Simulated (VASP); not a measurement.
# AlN (rocksalt type) (Fm-3m) in VASP: further runs

The runs below take AlN (rocksalt type) through density of states, with LDA.

All numbers are computed with VASP 6.6.1; they aren't measurements. Logs are shortened: lines on timing, memory, paths and dates and some standing lists are left out, and cuts for length are marked.

## Step 1: The cell of the first run

Symmetry: Fm-3m, No. 225, cubic system. The conventional cell has a = 3.457 Å, b = 3.457 Å, c = 3.457 Å, α = 90.00°, β = 90.00°, γ = 90.00°. Within 2.3 Å of Al (site symmetry m-3m) lie 6 N at 1.73 Å. N (site symmetry m-3m) has 6 Al at 1.73 Å within 2.3 Å.

## Step 2: Density of states, LDA (volume scaled by 0.64)

POSCAR reads:

```
AlN
1.0
    0.0000000000      1.7282607509      1.7282607509
    1.7282607509      0.0000000000      1.7282607509
    1.7282607509      1.7282607509      0.0000000000
Al N
1 1
Direct
    0.0000000000      0.0000000000      0.0000000000
    0.5000000000      0.5000000000      0.5000000000
```

INCAR.step1 reads:

```
PREC = Accurate
ENCUT = 520
EDIFF = 1E-6
ISMEAR = -1
SIGMA = 0.1
LREAL = F
LASPH = T
NELM = 80
ALGO = Normal
ISIF = 2
LWAVE = F
LCHARG = T
GGA = CA
NBANDS = 11
```

KPOINTS.step1 reads:

```
regular mesh
0
Gamma
  15 15 15
```

INCAR.step2 reads:

```
PREC = Accurate
ENCUT = 520
EDIFF = 1E-6
ISMEAR = -5
SIGMA = 0.1
LREAL = F
LASPH = T
NELM = 80
ALGO = Normal
ISIF = 2
LWAVE = F
LCHARG = F
GGA = CA
LORBIT = 11
NEDOS = 2001
ICHARG = 11
```

KPOINTS.step2 reads:

```
regular mesh
0
Gamma
  23 23 23
```

Potentials or basis: VASP PAW LDA potentials, release 64 (Al, N).

Command:

```sh
> cat potpaw_LDA.64/Al/POTCAR potpaw_LDA.64/N/POTCAR > POTCAR
> cp INCAR.step1 INCAR
> cp KPOINTS.step1 KPOINTS
> mpirun -np 1 vasp_std > vasp.out
> cp INCAR.step2 INCAR
> cp KPOINTS.step2 KPOINTS
> mpirun -np 1 vasp_std > vasp.out
```

OUTCAR:

```text
PREC = Accurate
   ENCUT = 520
   EDIFF = 1E-6
   ISMEAR = -5
   LREAL = F
   LASPH = T
   NELM = 80
   ISIF = 2
   GGA = CA
   LORBIT = 11
   ICHARG = 11

 ion  position               nearest neighbor table
   1  0.000  0.000  0.000-   2 1.73   2 1.73   2 1.73   2 1.73   2 1.73   2 1.73
   2  0.500  0.500  0.500-   1 1.73   1 1.73   1 1.73   1 1.73   1 1.73   1 1.73

  LATTYP: Found a face centered cubic cell.
 ALAT       =     3.4565215018

  Lattice vectors:

 A1 = (   0.0000000000,   1.7282607509,   1.7282607509)
 A2 = (   1.7282607509,   0.0000000000,   1.7282607509)
 A3 = (   1.7282607509,   1.7282607509,   0.0000000000)

Analysis of symmetry for initial positions (statically):
=====================================================================
 Subroutine PRICEL returns:
 Original cell was already a primitive cell.

 Routine SETGRP: Setting up the symmetry group for a
 face centered cubic supercell.

 Subroutine GETGRP returns: Found 48 space group operations
 (whereof 48 operations were pure point group operations)
 out of a pool of 48 trial point group operations.

The static configuration has the point symmetry O_h .

Analysis of symmetry for dynamics (positions and initial velocities):
=====================================================================
 Subroutine PRICEL returns:
 Original cell was already a primitive cell.

 Routine SETGRP: Setting up the symmetry group for a
 face centered cubic supercell.

 Subroutine GETGRP returns: Found 48 space group operations
 (whereof 48 operations were pure point group operations)
 out of a pool of 48 trial point group operations.

The dynamic configuration has the point symmetry O_h .

 Subroutine INISYM returns: Found 48 space group operations
 (whereof 48 operations are pure point group operations),
 and found     1 'primitive' translations

----------------------------------------------------------------------------------------

                                     Primitive cell

  volume of cell :      10.3242

  direct lattice vectors                    reciprocal lattice vectors
     0.000000000  1.728260751  1.728260751    -0.289308196  0.289308196  0.289308196
     1.728260751  0.000000000  1.728260751     0.289308196 -0.289308196  0.289308196
     1.728260751  1.728260751  0.000000000     0.289308196  0.289308196 -0.289308196

  length of vectors
     2.444129793  2.444129793  2.444129793     0.501096494  0.501096494  0.501096494

  position of ions in fractional coordinates (direct lattice)
     0.000000000  0.000000000  0.000000000
     0.500000000  0.500000000  0.500000000

  ion indices of the primitive-cell ions
   primitive index   ion index
                 1           1
                 2           2

----------------------------------------------------------------------------------------

 KPOINTS: regular mesh

Automatic generation of k-mesh.
 Grid dimensions read from file:
 generate k-points for:   23   23   23

 Generating k-lattice:

  Cartesian coordinates                     Fractional coordinates (reciprocal lattice)
    -0.012578617  0.012578617  0.012578617     0.043478261  0.000000000  0.000000000
     0.012578617 -0.012578617  0.012578617     0.000000000  0.043478261  0.000000000
     0.012578617  0.012578617 -0.012578617     0.000000000  0.000000000  0.043478261

  Length of vectors
     0.021786804  0.021786804  0.021786804

  Shift w.r.t. Gamma in fractional coordinates (k-lattice)
     0.000000000  0.000000000  0.000000000

 TETIRR: Found   1662 inequivalent tetrahedra from    73002

 Subroutine IBZKPT returns following result:
 ===========================================

 Found    364 irreducible k-points:

 Following reciprocal coordinates:
            Coordinates               Weight
  0.000000  0.000000  0.000000      1.000000
  0.043478  0.000000  0.000000      8.000000
  0.086957  0.000000  0.000000      8.000000
  0.130435  0.000000  0.000000      8.000000
  0.173913  0.000000  0.000000      8.000000
  0.217391  0.000000  0.000000      8.000000
[... 16 lines left out ...]
  0.478261  0.043478  0.000000     24.000000
 -0.478261  0.043478  0.000000     24.000000
 [... further k-points ...]
   k-points           NKPTS =    364   k-points in BZ     NKDIM =    364   number of bands    NBANDS=      8
   number of dos      NEDOS =   2001   number of ions     NIONS =      2
   total plane-waves  NPLWV =   5832
   dimension x,y,z NGX =    18 NGY =   18 NGZ =   18
   dimension x,y,z NGXF=    36 NGYF=   36 NGZF=   36
   ions per type =               1   1
   NGX,Y,Z   is equivalent  to a cutoff of  12.24, 12.24, 12.24 a.u.
   NGXF,Y,Z  is equivalent  to a cutoff of  24.49, 24.49, 24.49 a.u.
 SYSTEM =  unknown system
   PREC   = accura    normal or accurate (medium, high low for compatibility)
   ISTART =      0    job   : 0-new  1-cont  2-samecut
   ICHARG =     11    charge: 1-file 2-atom 10-const
   ISPIN  =      1    spin polarized calculation?
   LNONCOLLINEAR =      F non collinear calculations
   LSORBIT =      F    spin-orbit coupling
   LASPH  =      T    aspherical Exc in radial PAW
   ENCUT  =  520.0 eV  38.22 Ry    6.18 a.u.   4.54  4.54  4.54*2*pi/ulx,y,z
   NELM   =     80;   NELMIN=  2; NELMDL=  0     # of ELM steps
   EDIFF  = 0.1E-05   stopping-criterion for ELM
   LREAL  =      F    real-space projection
[... 7 lines left out ...]
   TEBEG  =    0.0;   TEEND  =   0.0 temperature during run
   PSTRESS=    0.0 pullay stress
   NELECT =       8.0000    total number of electrons
   NUPDOWN=      -1.0000    fix difference up-down
   EMIN   =  10.00;   EMAX   =-10.00  energy-range for DOS
   EFERMI =   0.00;   METHOD = LEGACY
   ISMEAR =    -5;   SIGMA  =   0.10  broadening in eV -4-tet -1-fermi 0-gaus
   EFERMI_NEDOS =   21; number of points for ismear=-14 and -15
   IALGO  =     38    algorithm
   IMIX   =      4    mixing-type and parameters
     AMIX     =   0.40;   BMIX     =  1.00
     AMIX_MAG =   1.60;   BMIX_MAG =  1.00
  volume/ion in A,a.u.               =       5.16        34.84
  Fermi-wavevector in a.u.,A,eV,Ry     =   1.503669  2.841522 30.763048  2.261020
  Thomas-Fermi vector in A             =   2.614749
   LORBIT       =     11    0 simple, 1 ext, 2 COOP (PROOUT), +10 PAW based schemes
   GGA     = CA    functional components
   LHFCALC =     F    Hartree Fock is set to
   AEXX    =    0.0000 exact exchange contribution
   IVDW    =     0    specifies the selected vdW correction
   LEPSILON=     F    determine dielectric tensor
   LRPA    =     F    only Hartree local field effects (RPA)
 non-spin polarized calculation
 Fermi weights with tetrahedron method with Bloechl corrections
  energy-cutoff  :      520.00
  volume of cell :       10.32
 maximum number of plane-waves:       291

 number of electron       7.9999999 magnetization

 Free energy of the ion-electron system (eV)
  ---------------------------------------------------
  ext. energy  EPLUGINS =         0.00000000
  ---------------------------------------------------
  free energy    TOTEN  =       -12.45118091 eV

  energy without entropy =      -12.45118091  energy(sigma->0) =      -12.45118091

 E-fermi :  17.2502     XC(G=0): -14.9470

 val. band max:       17.2394626567   @ k =   0.0000   0.0000   0.0000
 cond. band min:      21.0050860899   @ k =   0.4783   0.4783   0.0000
 fundamental gap:      3.7656234332
 Fermi energy:        17.2501620983

 k-point     1 :       0.0000    0.0000    0.0000
  band No.  band energies     occupation
      1      -5.2284      2.00000
      2      17.2395      2.00000
      3      17.2395      2.00000
      4      17.2395      2.00000
      5      30.5135      0.00000
      6      30.5135      0.00000
      7      30.5135      0.00000
      8      31.6165      0.00000

 k-point     2 :       0.0435    0.0000    0.0000
  band No.  band energies     occupation
      1      -5.1698      2.00000
      2      16.9987      2.00000
      3      17.1834      2.00000
      4      17.1834      2.00000
      5      30.2428      0.00000
      6      30.6256      0.00000
      7      30.6256      0.00000
      8      31.7160      0.00000

 k-point     3 :       0.0870    0.0000    0.0000
  band No.  band energies     occupation
      1      -4.9947      2.00000
      2      16.3146      2.00000
      3      17.0238      2.00000
      4      17.0238      2.00000
      5      29.6180      0.00000
      6      30.9441      0.00000
      7      30.9441      0.00000
      8      32.0371      0.00000

 k-point     4 :       0.1304    0.0000    0.0000
  band No.  band energies     occupation
      1      -4.7050      2.00000
      2      15.2818      2.00000
      3      16.7826      2.00000
      4      16.7826      2.00000
      5      28.9317      0.00000
      6      31.4140      0.00000
      7      31.4140      0.00000
      8      32.5437      0.00000

 k-point     5 :       0.1739    0.0000    0.0000
  band No.  band energies     occupation
      1      -4.3039      2.00000
      2      14.0127      2.00000
      3      16.4892      2.00000
      4      16.4892      2.00000
      5      28.3220      0.00000
      6      31.9387      0.00000
      7      31.9387      0.00000
      8      33.1725      0.00000
[... 177 lines left out ...]
 k-point    22 :       0.4348    0.0435    0.0000
  band No.  band energies     occupation
      1      -0.4224      2.00000
      2       6.3318      2.00000
      3      14.8852      2.00000
      4      14.9310      2.00000
      5      26.8938      0.00000
      6      32.1181      0.00000
      7      32.6590      0.00000
      8      36.3965      0.00000

 k-point    23 :       0.4783    0.0435    0.0000
  band No.  band energies     occupation
      1       0.1642      2.00000
      2       5.5229      2.00000
      3      14.7597      2.00000
      4      14.8725      2.00000
      5      26.8543      0.00000
      6      32.0796      0.00000
      7      32.5522      0.00000
      8      36.5950      0.00000

 k-point    24 :      -0.4783    0.0435    0.0000
  band No.  band energies     occupation
      1       0.3427      2.00000
      2       5.2887      2.00000
      3      14.7023      2.00000
      4      14.8827      2.00000
      5      26.8490      0.00000
      6      32.0959      0.00000
      7      32.4926      0.00000
      8      36.6495      0.00000

 [... further k-points ...]
[... 5 lines left out ...]
  --------------------------------------------------------------------------------------
  -------------------------------------------------------------------------------------
  Total       19.2505684     19.2505684     19.2505684     -0.0000000      0.0000000      0.0000000
  in kB     2987.4203964   2987.4203964   2987.4203964     -0.0000000      0.0000000      0.0000000
  external PRESSURE =    2987.4203964 kB  Pullay stress =       0.0000000 kB

 VOLUME and BASIS-vectors are now :
 -----------------------------------------------------------------------------
  energy-cutoff  :      520.00
  volume of cell :       10.32
      direct lattice vectors                 reciprocal lattice vectors
     0.000000000  1.728260751  1.728260751    -0.289308196  0.289308196  0.289308196
     1.728260751  0.000000000  1.728260751     0.289308196 -0.289308196  0.289308196
     1.728260751  1.728260751  0.000000000     0.289308196  0.289308196 -0.289308196

 POSITION                                       TOTAL-FORCE (eV/Angst)
 -----------------------------------------------------------------------------------
      0.00000      0.00000      0.00000        -0.000000      0.000000      0.000000
      1.72826      1.72826      1.72826         0.000000     -0.000000     -0.000000
 -----------------------------------------------------------------------------------
    total drift:                               -0.000000     -0.000000     -0.000000

  FREE ENERGIE OF THE ION-ELECTRON SYSTEM (eV)
  ---------------------------------------------------
  free  energy   TOTEN  =       -12.4511809080 eV

  energy  without entropy=      -12.4511809080  energy(sigma->0) =      -12.45118091

 total charge

# of ion       s       p       d       tot
------------------------------------------
    1        0.435   0.777   0.000   1.213
    2        1.277   3.096   0.000   4.373
--------------------------------------------------
tot          1.712   3.874   0.000   5.586
```

It took 33 s on 1 thread of AMD EPYC 7R43 (Zen 3), shared host; peak memory 0.1 GiB.

Results:

- Valence electrons inside the program's atomic spheres: Al 1.21; N 4.37

## Step 3: Density of states, LDA (volume scaled by 0.8)

POSCAR reads:

```
AlN
1.0
    0.0000000000      1.8617124576      1.8617124576
    1.8617124576      0.0000000000      1.8617124576
    1.8617124576      1.8617124576      0.0000000000
Al N
1 1
Direct
    0.0000000000      0.0000000000      0.0000000000
    0.5000000000      0.5000000000      0.5000000000
```

INCAR.step1 reads:

```
SYSTEM = AlN
ALGO = Normal ; EDIFF = 1E-7
ENCUT = 520 ; ISIF = 2
ISMEAR = -1 ; LASPH = .True.
LCHARG = .True. ; LREAL = .False.
LWAVE = .False. ; NBANDS = 11
NELM = 60 ; PREC = Accurate
SIGMA = 0.1
```

KPOINTS.step1 reads:

```
k-points
0
Gamma
  15 15 15
  0 0 0
```

INCAR.step2 reads:

```
SYSTEM = AlN
ALGO = Normal ; EDIFF = 1E-7
ENCUT = 520 ; ICHARG = 11
ISIF = 2 ; ISMEAR = -5
LASPH = .True. ; LCHARG = .False.
LORBIT = 11 ; LREAL = .False.
LWAVE = .False. ; NEDOS = 1001
NELM = 60 ; PREC = Accurate
SIGMA = 0.1
```

KPOINTS.step2 reads:

```
k-points
0
Gamma
  23 23 23
  0 0 0
```

Potentials or basis: VASP PAW LDA potentials, release 64 (Al, N).

Command:

```sh
> cat potpaw_LDA.64/Al/POTCAR potpaw_LDA.64/N/POTCAR > POTCAR
> cp INCAR.step1 INCAR
> cp KPOINTS.step1 KPOINTS
> mpirun -np 1 vasp_std > vasp.out
> cp INCAR.step2 INCAR
> cp KPOINTS.step2 KPOINTS
> mpirun -np 1 vasp_std > vasp.out
```

Wall time 45 s (1 thread of AMD EPYC 7R43 (Zen 3), shared host); peak memory 0.11 GiB.

Results (log left out):

```yaml
Valence_electrons_inside_the_program's_atomic_spheres: Al 0.94; N 4.09
```

Levels at points of the mesh, in eV from the valence-band top:
| k point | band 1 | band 2 | band 3 | band 4 | band 5 | band 6 | band 7 | band 8 |
| --- | --- | --- | --- | --- | --- | --- | --- | --- |
| (0.00, 0.00, 0.00) | -19.88 | 0.00 | 0.00 | 0.00 | 9.82 | 12.74 | 12.74 | 12.74 |

## Step 4: Density of states, LDA (volume scaled by 0.55)

POSCAR reads:

```
AlN
1.0
    0.0000000000      1.6431233689      1.6431233689
    1.6431233689      0.0000000000      1.6431233689
    1.6431233689      1.6431233689      0.0000000000
Al N
1 1
Direct
    0.0000000000      0.0000000000      0.0000000000
    0.5000000000      0.5000000000      0.5000000000
```

INCAR.step1 reads:

```
SYSTEM = AlN
PREC = Accurate
ENCUT = 520
EDIFF = 1E-6
ISMEAR = -1
SIGMA = 0.1
LREAL = .FALSE.
LASPH = .TRUE.
NELM = 120
ALGO = Normal
ISIF = 2
LWAVE = .FALSE.
LCHARG = .TRUE.
NBANDS = 11
GGA_COMPAT = .FALSE.
NEDOS = 2001
LORBIT = 11
```

KPOINTS.step1 reads:

```
Automatic mesh
0
G
  15 15 15
  0 0 0
```

INCAR.step2 reads:

```
SYSTEM = AlN
PREC = Accurate
ENCUT = 520
EDIFF = 1E-6
ISMEAR = -5
SIGMA = 0.1
LREAL = .FALSE.
LASPH = .TRUE.
NELM = 120
ALGO = Normal
ISIF = 2
LWAVE = .FALSE.
LCHARG = .FALSE.
LORBIT = 11
NBANDS = 11
NEDOS = 2001
ICHARG = 11
GGA_COMPAT = .FALSE.
```

KPOINTS.step2 reads:

```
Automatic mesh
0
G
  23 23 23
  0 0 0
```

Command:

```sh
> cat potpaw_LDA.64/Al/POTCAR potpaw_LDA.64/N/POTCAR > POTCAR
> cp INCAR.step1 INCAR
> cp KPOINTS.step1 KPOINTS
> mpirun -np 1 vasp_std > vasp.out
> cp INCAR.step2 INCAR
> cp KPOINTS.step2 KPOINTS
> mpirun -np 1 vasp_std > vasp.out
```

It took 12 s on 1 thread of Intel Xeon 6975P-C (Granite Rapids), shared host; peak memory 0.14 GiB.

Results (log left out):

```
Valence electrons inside the program's atomic spheres : Al 1.46; N 4.60
```

Levels at points of the mesh, in eV from the valence-band top:
| k point | band 2 | band 3 | band 4 | band 5 | band 6 | band 7 |
| --- | --- | --- | --- | --- | --- | --- |
| (0.00, 0.00, 0.00) | 0.00 | 0.00 | 0.00 | 13.54 | 13.54 | 13.54 |

## Step 5: Density of states, LDA (volume scaled by 0.94)

POSCAR reads:

```
AlN
1.0
    0.0000000000      1.9645295256      1.9645295256
    1.9645295256      0.0000000000      1.9645295256
    1.9645295256      1.9645295256      0.0000000000
Al N
1 1
Direct
    0.0000000000      0.0000000000      0.0000000000
    0.5000000000      0.5000000000      0.5000000000
```

INCAR.step1 reads:

```
SYSTEM = AlN
  PREC = Accurate
  ENCUT = 520
  EDIFF = 1E-6
  ISMEAR = -1
  SIGMA = 0.1
  LREAL = .FALSE.
  LASPH = .TRUE.
  NELM = 120
  ALGO = Normal
  ISIF = 2
  LWAVE = .FALSE.
  LCHARG = .TRUE.
  NBANDS = 11
  GGA_COMPAT = .FALSE.
  NEDOS = 2001
  LORBIT = 11
```

KPOINTS.step1 is that of step 4.

INCAR.step2 reads:

```
SYSTEM = AlN
  PREC = Accurate
  ENCUT = 520
  EDIFF = 1E-6
  ISMEAR = -5
  SIGMA = 0.1
  LREAL = .FALSE.
  LASPH = .TRUE.
  NELM = 120
  ALGO = Normal
  ISIF = 2
  LWAVE = .FALSE.
  LCHARG = .FALSE.
  LORBIT = 11
  NBANDS = 11
  NEDOS = 1001
  ICHARG = 11
  GGA_COMPAT = .FALSE.
```

KPOINTS.step2 is that of step 4.

Command:

```sh
> cat potpaw_LDA.64/Al/POTCAR potpaw_LDA.64/N/POTCAR > POTCAR
> cp INCAR.step1 INCAR
> cp KPOINTS.step1 KPOINTS
> mpirun -np 1 vasp_std > vasp.out
> cp INCAR.step2 INCAR
> cp KPOINTS.step2 KPOINTS
> mpirun -np 1 vasp_std > vasp.out
```

Wall time 14 s (1 thread of Intel Xeon 6975P-C (Granite Rapids), shared host); peak memory 0.17 GiB.

The run converged. Its results:

| Item | Value |
| --- | --- |
| Valence electrons inside the program's atomic spheres | Al 0.80; N 3.91 |

Levels at points of the mesh, in eV from the valence-band top:
```csv
k point,band 1,band 2,band 3,band 4,band 5,band 6,band 7,band 8
"(0.00, 0.00, 0.00)",-18.22,0.00,0.00,0.00,7.07,12.28,12.28,12.28
```
